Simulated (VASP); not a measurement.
# Al (Cmme) in VASP: a series of runs, part 2 of 2

VASP 6.6.1. The steps go on from the part before.

## (3) Single point, PBEsol

This run uses another cell than the first one, of 17.04 Å³/atom, 1.045 times its volume.

Contents of INCAR:

```
PREC = Accurate
ENCUT = 520
EDIFF = 1E-6
ISMEAR = 0
SIGMA = 0.15
LREAL = F
LASPH = T
NELM = 60
ALGO = Fast
ISIF = 2
LWAVE = F
LCHARG = T
GGA = PS
LELF = T
LVHAR = T
NBANDS = 14
```

Contents of KPOINTS:

```
regular mesh
0
Gamma
  22 22 7
```

Contents of POSCAR:

```
Al
1.0
   -1.6064390039      1.6064390039     -1.6064390039
   -1.6064390039     -1.6064390039      1.6064390039
    0.0000000000      6.6025327108      6.6025327108
Al
4
Direct
    0.0000000000      0.0000000000      0.8515726858
    0.5000000000      0.5000000000      0.1216532408
    0.0000000000      0.0000000000      0.3649597225
    0.5000000000      0.5000000000      0.6082662041
```

Potentials or basis: VASP PAW PBE potentials, release 64 (Al).

Started as:

```
> cat potpaw_PBE.64/Al/POTCAR > POTCAR
> mpirun -np 1 vasp_std > vasp.out
```

OUTCAR:

```text
PREC = Accurate
   ENCUT = 520
   EDIFF = 1E-6
   ISMEAR = 0
   LREAL = F
   LASPH = T
   NELM = 60
   ISIF = 2
   GGA = PS

 ion  position               nearest neighbor table
   1  0.000  0.000  0.852-   4 2.78   4 2.78   2 2.99   2 2.99   4 3.21   4 3.21
   2  0.500  0.500  0.122-   3 2.78   3 2.78   1 2.99   1 2.99   3 3.21   3 3.21
   3  0.000  0.000  0.365-   4 2.78   4 2.78   2 2.78   2 2.78   4 3.21   4 3.21   2 3.21   2 3.21

   4  0.500  0.500  0.608-   3 2.78   3 2.78   1 2.78   1 2.78   3 3.21   3 3.21   1 3.21   1 3.21

  LATTYP: Found a base centered orthorhombic cell.
 ALAT       =     3.2128780078
 B/A-ratio  =     1.4142135624
 C/A-ratio  =     2.9062389804

  Lattice vectors:

 A1 = (  -1.6064390039,   1.6064390039,  -1.6064390039)
 A2 = (  -1.6064390039,  -1.6064390039,   1.6064390039)
 A3 = (   0.0000000000,   6.6025327108,   6.6025327108)

Analysis of symmetry for initial positions (statically):
=====================================================================
 Subroutine PRICEL returns:
 Original cell was already a primitive cell.

 Routine SETGRP: Setting up the symmetry group for a
[... 194 lines left out ...]
     10      17.0894      0.00000
     11      17.4234      0.00000
     12      17.5163      0.00000
     13      17.6730      0.00000
     14      17.7874      0.00000
[... 377 lines left out ...]
      1       0.8037      2.00000
      2       2.3165      2.00000
      3       2.6614      2.00000
      4       3.3105      2.00000
      5       4.8441      2.00000
      6       5.1925      2.00000
      7       7.1927      1.99991
      8       7.5456      1.43749
      9       9.6268      0.00000
     10       9.9455      0.00000
     11      14.2781      0.00000
     12      14.3654      0.00000
     13      14.5986      0.00000
     14      16.5025      0.00000

 [... further k-points ...]

------------------------ aborting loop because EDIFF is reached ----------------------------------------

  FORCE on cell =-STRESS in cart. coord.  units (eV):
  Direction    XX          YY          ZZ          XY          YZ          ZX
  --------------------------------------------------------------------------------------
  -------------------------------------------------------------------------------------
  Total       -0.6042346     -0.6048646     -0.6048646      0.0000000     -0.3394938      0.0000000
  in kB      -14.2042117    -14.2190223    -14.2190223      0.0000000     -7.9807438      0.0000000
  external PRESSURE =     -14.2140854 kB  Pullay stress =       0.0000000 kB

 VOLUME and BASIS-vectors are now :
 -----------------------------------------------------------------------------
  energy-cutoff  :      520.00
  volume of cell :       68.16
      direct lattice vectors                 reciprocal lattice vectors
    -1.606439004  1.606439004 -1.606439004    -0.311247423  0.155623711 -0.155623711
    -1.606439004 -1.606439004  1.606439004    -0.311247423 -0.155623711  0.155623711
     0.000000000  6.602532711  6.602532711     0.000000000  0.075728515  0.075728515

 POSITION                                       TOTAL-FORCE (eV/Angst)
 -----------------------------------------------------------------------------------
      0.00000      5.62254      5.62254        -0.000000      0.291724      0.291724
     -1.60644      0.80322      0.80322         0.000000     -0.291724     -0.291724
      0.00000      2.40966      2.40966        -0.000000      0.010864      0.010864
     -1.60644      4.01610      4.01610         0.000000     -0.010864     -0.010864
 -----------------------------------------------------------------------------------
    total drift:                                0.000000     -0.000007     -0.000007

  FREE ENERGIE OF THE ION-ELECTRON SYSTEM (eV)
  ---------------------------------------------------
  free  energy   TOTEN  =       -15.9306881229 eV

  energy  without entropy=      -15.9126534923  energy(sigma->0) =      -15.92167081
```

OSZICAR:

```text
N       E                     dE             d eps       ncg     rms          rms(c)
DAV:   1     0.428243721493E+01    0.42824E+01   -0.42689E+03 14896   0.682E+02
DAV:   2    -0.154099825129E+02   -0.19692E+02   -0.18189E+02 19494   0.845E+01
DAV:   3    -0.160634961999E+02   -0.65351E+00   -0.64564E+00 19460   0.128E+01
DAV:   4    -0.160680038006E+02   -0.45076E-02   -0.45066E-02 18016   0.133E+00
DAV:   5    -0.160680559924E+02   -0.52192E-04   -0.52191E-04 19650   0.148E-01    0.263E+00
RMM:   6    -0.159778244560E+02    0.90232E-01   -0.22463E-02 15641   0.564E-01    0.149E+00
RMM:   7    -0.159418087979E+02    0.36016E-01   -0.99194E-03 15435   0.458E-01    0.602E-01
RMM:   8    -0.159310636592E+02    0.10745E-01   -0.47042E-03 16383   0.328E-01    0.150E-01
RMM:   9    -0.159307234087E+02    0.34025E-03   -0.49656E-04 16981   0.129E-01    0.826E-02
RMM:  10    -0.159306884776E+02    0.34931E-04   -0.14294E-04 17243   0.709E-02    0.155E-02
RMM:  11    -0.159306876969E+02    0.78068E-06   -0.30257E-05 17673   0.382E-02    0.192E-02
RMM:  12    -0.159306881229E+02   -0.42604E-06   -0.74917E-06 17212   0.177E-02
   1 F= -.15930688E+02 E0= -.15921671E+02  d E =-.180346E-01
```

It took 2.4 min on 1 thread of Intel Xeon 6975P-C (Granite Rapids), shared host; peak memory 0.47 GiB.

Results:

* Free energy: -15.9307 eV
* Pressure: -1.4 GPa
* Largest force: 0.413 eV/Å
* Band gap on the k mesh: zero (band 6 reaches 11.96 eV, above the bottom of band 7 at 5.81 eV)

Forces on the atoms (eV/Å):
```
Al   0.000  0.292  0.292
Al   0.000 -0.292 -0.292
Al   0.000  0.011  0.011
Al   0.000 -0.011 -0.011
```

Stress tensor (GPa, compression positive):
```
-1.42  0.00  0.00
 0.00 -1.42 -0.80
 0.00 -0.80 -1.42
```

Caveat: the PAW data sets were made with another functional, which shifts forces and pressure a little.
